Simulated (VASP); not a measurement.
# LuAsF6 (R-3) in VASP: a series of runs, part 2 of 2

VASP 6.6.1. Earlier steps stand in the parts before.

### 3 Relaxation of cell and atoms, PBEsol

This run uses another cell than the first one, of 12.89 Å³/atom.

File INCAR:

```
ALGO = Normal ; EDIFF = 1E-6
EDIFFG = -0.01 ; ENCUT = 600
GGA = PS ; IBRION = 2
ISIF = 3 ; ISMEAR = -1
LASPH = True ; LCHARG = False
LREAL = False ; LWAVE = False
NELM = 80 ; NSW = 100
PREC = Accurate ; SIGMA = 0.03
```

File KPOINTS:

```
k-points
0
Gamma
  4 4 4
```

File POSCAR:

```
LuAsF6
1.0
    3.5798098300      2.0668041700      2.3227580200
   -3.5798098300      2.0668041700      2.3227580200
    0.0000000000     -4.1336083400      2.3227580200
Lu As F
1 1 6
Direct
    0.0000000000      0.0000000000      0.0000000000
    0.5000000000      0.5000000000      0.5000000000
    0.5829775400      0.2642506400      0.2194230800
    0.2642506400      0.2194230800      0.5829775400
    0.7805769200      0.4170224600      0.7357493600
    0.7357493600      0.7805769200      0.4170224600
    0.4170224600      0.7357493600      0.7805769200
    0.2194230800      0.5829775400      0.2642506400
```

Potentials or basis: VASP PAW PBE potentials, release 64 (Lu, As, F).

Started as:

```bash
$ cat potpaw_PBE.64/Lu/POTCAR potpaw_PBE.64/As/POTCAR potpaw_PBE.64/F/POTCAR > POTCAR
$ mpirun -np 1 vasp_std > vasp.out
```

OUTCAR:

```text
EDIFF = 1E-6
   EDIFFG = -0.01
   ENCUT = 600
   GGA = PS
   IBRION = 2
   ISIF = 3
   ISMEAR = -1
   LASPH = True
   LREAL = False
   NELM = 80
   NSW = 100
   PREC = Accurate

 ion  position               nearest neighbor table
   1  0.000  0.000  0.000-   3 2.73   7 2.73   5 2.73   8 2.73   4 2.73   6 2.73   8 2.86   5 2.86
                             3 2.86   7 2.86   4 2.86   6 2.86
   2  0.500  0.500  0.500-   5 1.74   8 1.74   7 1.74   3 1.74   4 1.74   6 1.74
   3  0.583  0.264  0.219-   2 1.74   1 2.73   1 2.86
   4  0.264  0.219  0.583-   2 1.74   1 2.73   1 2.86
   5  0.781  0.417  0.736-   2 1.74   1 2.73   1 2.86
   6  0.736  0.781  0.417-   2 1.74   1 2.73   1 2.86
   7  0.417  0.736  0.781-   2 1.74   1 2.73   1 2.86
   8  0.219  0.583  0.264-   2 1.74   1 2.73   1 2.86

  LATTYP: Found a trigonal (rhomboedric) cell.
 ALAT       =     4.7415105943
 COS(alpha) =    -0.1400304664
[... 191 lines left out ...]
  Total       13.8454350     13.8454350     15.8384283     -0.0000001      0.0000000     -0.0000000
  in kB      215.1308455    215.1308457    246.0980436     -0.0000009      0.0000000     -0.0000000
  external PRESSURE =     225.4532449 kB  Pullay stress =       0.0000000 kB
[... 1412 lines left out ...]
     42       4.7302      0.00000
     43       6.6708      0.00000

[... ionic steps 4 to 33 ...]

--------------------------------------- Ionic step       34  -------------------------------------------

 number of electron      72.0000007 magnetization

------------------------ aborting loop because EDIFF is reached ----------------------------------------
[... 79 lines left out ...]
--------------------------------------- Ionic step       36  -------------------------------------------

 number of electron      72.0000007 magnetization

 Free energy of the ion-electron system (eV)
  ---------------------------------------------------
  ext. energy  EPLUGINS =         0.00000000
  ---------------------------------------------------
  free energy    TOTEN  =       -43.67267306 eV

  energy without entropy =      -43.67267306  energy(sigma->0) =      -43.67267306

 E-fermi :   3.1628     XC(G=0): -11.5096

 val. band max:        2.4554058932   @ k =   0.2500   0.2500   0.2500
 cond. band min:       6.1025930102   @ k =   0.5000  -0.0000   0.0000
 fundamental gap:      3.6471871169
 Fermi energy:         3.1627630052
[... 677 lines left out ...]
  FREE ENERGIE OF THE ION-ELECTRON SYSTEM (eV)
  ---------------------------------------------------
  free  energy   TOTEN  =       -43.6726730574 eV

  energy  without entropy=      -43.6726730574  energy(sigma->0) =      -43.67267306

 reached required accuracy - stopping structural energy minimisation
```

OSZICAR:

```text
N       E                     dE             d eps       ncg     rms          rms(c)
DAV:   1     0.820208486428E+03    0.82021E+03   -0.38428E+04  1806   0.521E+03
DAV:   2     0.750823894979E+02   -0.74513E+03   -0.71196E+03  1650   0.859E+02
DAV:   3    -0.319750110017E+02   -0.10706E+03   -0.10519E+03  1318   0.210E+02
[... 381 lines left out ...]
DAV:   3    -0.436726735772E+02    0.32977E-03   -0.31336E-04  1948   0.103E+00    0.293E-02
DAV:   4    -0.436726710200E+02    0.25572E-05   -0.20499E-04  1958   0.171E-01    0.135E-02
DAV:   5    -0.436726717707E+02   -0.75075E-06   -0.23208E-05  1555   0.255E-01    0.523E-03
DAV:   6    -0.436726728021E+02   -0.10313E-05   -0.71518E-06  1376   0.395E-02    0.205E-03
DAV:   7    -0.436726730574E+02   -0.25531E-06   -0.67545E-07   737   0.148E-02
  36 F= -.43672673E+02 E0= -.43672673E+02  d E =-.836228E-04
```

Wall time 66 min (1 thread of Intel Xeon 8259CL, shared host); peak memory 0.3 GiB.

Results:

* Free energy: -43.6727 eV
* Relaxed volume: 10.90 Å³/atom
* Relaxed cell: a = 4.454 Å, b = 4.454 Å, c = 4.454 Å, α = 95.22°, β = 95.22°, γ = 95.22°
* Space group after relaxing (to 0.1 Å): R-3 (No. 148)
* Energy gained by relaxing: 804.7 meV/atom
* Ionic steps: 36
* Pressure after relaxing: 0.0 GPa
* Largest force after relaxing: 0.004 eV/Å
* Band gap on the k mesh: 3.65 eV (least direct gap 3.82 eV)

Forces in eV/Å, atoms in the order of the input:
```
Lu   0.000  0.000  0.000
As   0.000  0.000  0.000
F    0.001  0.003  0.000
F    0.002 -0.003  0.000
F    0.003  0.001  0.000
F   -0.002  0.003  0.000
F   -0.001 -0.003  0.000
F   -0.003 -0.001  0.000
```

Step by step:
```tsv
step	energy change (eV)	largest force (eV/Å)	pressure (GPa)	volume (Å³)
1	0.0000	5.5786	22.55	103.11
2	-2.8455	0.6674	-19.47	132.61
3	-3.9390	0.9560	-11.92	121.33
4	-3.9557	1.1842	-10.71	120.14
5	-5.3018	0.6607	-9.26	108.73
6	-5.9867	0.5693	-2.22	96.82
7	-5.9866	0.5031	-2.68	97.35
8	-6.0532	0.3985	2.07	94.39
9	-6.0554	0.3481	1.37	94.82
10	-6.1015	0.2997	0.28	95.31
11	-6.1367	0.2277	-1.55	96.19
12	-6.1749	0.1374	-0.42	94.32
13	-6.1830	0.1558	0.61	92.94
14	-6.2039	0.1980	-0.03	92.92
15	-6.2100	0.2596	-0.49	92.89
16	-6.2314	0.2158	0.18	92.35
17	-6.2485	0.4189	1.44	91.38
18	-6.2580	0.4249	1.23	91.36
19	-6.2856	0.4384	0.67	91.29
20	-6.3312	0.4519	-0.43	91.15
21	-6.3309	0.5265	-2.86	90.86
22	-6.3512	0.4658	-1.47	91.03
23	-6.3864	0.3080	-1.76	90.32
24	-6.4176	0.1782	-2.06	88.27
25	-6.4201	0.1154	-2.05	88.72
26	-6.4321	0.0898	0.04	87.28
27	-6.4324	0.0900	0.34	87.06
28	-6.4353	0.0599	0.23	87.06
29	-6.4370	0.0433	-0.05	87.06
30	-6.4374	0.0187	0.06	87.02
31	-6.4374	0.0134	0.18	86.99
32	-6.4377	0.0076	0.02	87.13
33	-6.4377	0.0064	0.01	87.18
34	-6.4377	0.0057	-0.17	87.27
35	-6.4377	0.0057	-0.09	87.22
36	-6.4378	0.0036	0.00	87.19
```

Final structure:
```yaml
crystal:
  lattice:
    - [3.28971, 1.89931, 2.32577]
    - [-3.28971, 1.89931, 2.32577]
    - [0.00000, -3.79863, 2.32577]
  atoms:
    - { symbol: Lu, position: [0.00000, 0.00000, 0.00000] }
    - { symbol: As, position: [0.50000, 0.50000, 0.50000] }
    - { symbol: F, position: [0.54325, 0.24586, 0.10210] }
    - { symbol: F, position: [0.24586, 0.10210, 0.54325] }
    - { symbol: F, position: [0.89790, 0.45675, 0.75414] }
    - { symbol: F, position: [0.75414, 0.89790, 0.45675] }
    - { symbol: F, position: [0.45675, 0.75414, 0.89790] }
    - { symbol: F, position: [0.10210, 0.54325, 0.24586] }
```

Caveat: the volume moved by over 15 % at a fixed basis, so the end points are rough; the PAW data sets were made with another functional, which shifts forces and pressure a little; spin-orbit coupling is left out, which moves the levels of the heavy elements. A k mesh can miss the band edges.
